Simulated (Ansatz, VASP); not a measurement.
# Tl: VASP beside Ansatz

```
Tl
1.0
     3.18188    0.00000    0.00000
     0.00000    3.18188    0.00000
     0.00000    0.00000    3.18188
Tl
1
Direct
  0.00000 0.00000 0.00000
```

Alike in both runs: functional r2SCAN; k mesh 10 × 10 × 10; occupations fermi-dirac, width 0.1 eV; no spin polarisation.

Ansatz relaxed the structure, and its values are those at the end. VASP's run is a single point on that final structure, the one shown.

```csv
,VASP,Ansatz
version,VASP 6.6.1,Ansatz 0.2.0
potentials or method,"VASP PAW PBE potentials, release 64 (Tl_d), cutoff 520 eV","plane waves (500 eV) with PAW, scalar-relativistic"
valence electrons in the cell,13,13
```

|  | VASP | Ansatz | Ansatz less VASP |
| --- | --- | --- | --- |
| pressure (GPa) | 0.0 | 0.0 | +0.03 |

VASP's potentials were made for PBE, not for r2SCAN.

Neither program's run includes spin-orbit coupling.
